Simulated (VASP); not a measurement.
Here is a VASP 6.6.1 calculation.

File INCAR:

```
SYSTEM = Te2Mo
ALGO = Normal ; EDIFF = 1E-6
ENCUT = 520 ; GGA = PE
ISIF = 2 ; ISMEAR = -1
LASPH = .True. ; LCHARG = .False.
LREAL = .False. ; LWAVE = .False.
NBANDS = 35 ; NELM = 80
PREC = Accurate ; SIGMA = 0.02
```

KPOINTS

```
k-points
0
Gamma
  12 12 2
  0 0 0
```

Contents of POSCAR:

```
Te2Mo
1.0
    3.5421311455      0.0000000000      0.0000000000
   -1.7710655727      3.0675755555      0.0000000000
    0.0000000000      0.0000000000     13.8931385269
Mo Te
2 4
Direct
    0.3333333333      0.6666666667      0.2500000000
    0.6666666667      0.3333333333      0.7500000000
    0.6666666667      0.3333333333      0.3788698369
    0.6666666667      0.3333333333      0.1211301631
    0.3333333333      0.6666666667      0.8788698369
    0.3333333333      0.6666666667      0.6211301631
```

Potentials or basis: VASP PAW PBE potentials, release 64 (Mo_sv, Te).

The run is started by

```console
$ cat potpaw_PBE.64/Mo_sv/POTCAR potpaw_PBE.64/Te/POTCAR > POTCAR
$ mpirun -np 1 vasp_std > vasp.out
```

(1) Estimate the pressure.

(2) Predict the largest force.

(3) What does it give for the band gap on the k mesh?

## Answers

(1) 2.4 GPa.

(2) 0.228 eV/Å.

(3) 0.71 eV, indirect (least direct gap 0.98 eV).

Caveat: the cell differs from its parent crystal (uniaxial z strain -2.0%); spin-orbit coupling is left out, which moves the levels of the heavy elements; this functional lacks dispersion, which binds the layers, so the pressure and a relaxed spacing across them are unreliable.
